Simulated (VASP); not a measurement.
Crystal: SnO2.

```
Sn O
1.0
     4.82719    0.00000    0.00000
     0.00000    4.82719    0.00000
     0.00000    0.00000    3.23815
Sn O
2 4
Direct
  0.50000 0.50000 0.50000
  0.00000 0.00000 0.00000
  0.19342 0.80658 0.50000
  0.80658 0.19342 0.50000
  0.30658 0.30658 0.00000
  0.69342 0.69342 0.00000
```

* Program: VASP 6.6.1
* Task: relaxation of cell and atoms
* Functional: PBEsol
* Potentials or basis: VASP PAW PBE potentials, release 64 (Sn_d, O)
* Cutoff: 600 eV
* k mesh: 6 × 6 × 8
* Occupations: fermi-dirac, width 0.02 eV
* Spin: no spin polarisation

At the start: pressure -5.3 GPa; volume 12.58 Å³/atom.

Q: How do energy, volume and symmetry change on relaxing?

A: Over 9 steps the energy falls by 6.3 meV/atom and the volume is 12.20 Å³/atom (-3.0 %); space group P4_2/mnm (No. 136, to 0.1 Å) before and after.

Step by step:
```
step  energy change (eV)  largest force (eV/Å)  pressure (GPa)  volume (Å³)
   1              0.0000                0.0457           -5.35        75.45
   2              0.0173                0.2535            7.20        70.96
   3             -0.0362                0.0806           -0.10        73.37
   4             -0.0362                0.0833            0.01        73.33
   5             -0.0378                0.0002            0.08        73.20
   6             -0.0379                0.0143            0.10        73.18
   7             -0.0379                0.0074           -0.10        73.25
   8             -0.0379                0.0087           -0.07        73.24
   9             -0.0379                0.0029            0.01        73.21
```

Final structure:
```
CELL_PARAMETERS angstrom
4.77135 0.00000 0.00000
0.00000 4.77135 0.00000
0.00000 0.00000 3.21574
ATOMIC_POSITIONS crystal
Sn 0.50000 0.50000 0.50000
Sn 0.00000 0.00000 0.00000
O 0.19374 0.80626 0.50000
O 0.80626 0.19374 0.50000
O 0.30626 0.30626 0.00000
O 0.69374 0.69374 0.00000
```

Caveat: the PAW data sets were made with another functional, which shifts forces and pressure a little.
